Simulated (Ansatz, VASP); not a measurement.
Given: the input of a run of Ansatz 0.2.0 on CdSe.

The input input.yaml:

```yaml
crystal:
  lattice:
    - [0.0, 3.0702711986, 3.0702711986]
    - [3.0702711986, 0.0, 3.0702711986]
    - [3.0702711986, 3.0702711986, 0.0]
  atoms:
    - { symbol: Cd, position: [0.0, 0.0, 0.0] }
    - { symbol: Se, position: [0.25, 0.25, 0.25] }
kpoints:
  mp_grid: { grid: [6, 6, 6] }
scf:
  occupations: { method: fermi_dirac, width: 0.05 }
hamiltonian:
  xc: pbe
  pseudopotentials: { kind: all_electron, lapw: { basis_error: 0.001 } }
output:
  forces: true
  stress: true
relax:
  f_tol: 0.01
  max_steps: 60
  cell: {}
```

Potentials or basis: all-electron LAPW, scalar-relativistic.

The run is started by

```sh
$ ansatz run input.yaml --threads 1 --pin off --max-ram 3072MiB --backend cpu --events-out ev --progress --plain --runs-dir out
```

Question: Translate it to VASP 6.6.1. Potentials there: VASP PAW PBE potentials, release 64 (Cd, Se).

Answer: As run (the cutoff follows the program's own potentials):

File INCAR:

```
SYSTEM = CdSe
  PREC = Accurate
  ENCUT = 600
  EDIFF = 1E-6
  ISMEAR = -1
  SIGMA = 0.05
  LREAL = .FALSE.
  LASPH = .TRUE.
  NELM = 100
  ALGO = Normal
  ISIF = 3
  LWAVE = .FALSE.
  LCHARG = .FALSE.
  GGA = PE
  IBRION = 2
  NSW = 80
  EDIFFG = -0.01
```

Contents of KPOINTS:

```
Automatic mesh
0
G
  6 6 6
  0 0 0
```

The input POSCAR:

```
CdSe
1.0
    0.0000000000      3.0702711986      3.0702711986
    3.0702711986      0.0000000000      3.0702711986
    3.0702711986      3.0702711986      0.0000000000
Cd Se
1 1
Direct
    0.0000000000      0.0000000000      0.0000000000
    0.2500000000      0.2500000000      0.2500000000
```

Potentials or basis: VASP PAW PBE potentials, release 64 (Cd, Se).

Launch:

```sh
$ cat potpaw_PBE.64/Cd/POTCAR potpaw_PBE.64/Se/POTCAR > POTCAR
$ mpirun -np 1 vasp_std > vasp.out
```

Both were run:

|  | VASP | Ansatz | Ansatz less VASP |
| --- | --- | --- | --- |
| relaxed volume (Å³/atom) | 29.88 | 29.76 | -0.115 |
| relaxed length of the cell vector where the two differ most in proportion (Å) | 4.388 | 4.383 | -0.0057 |

Ansatz ran all-electron here, and VASP with PAW potentials.
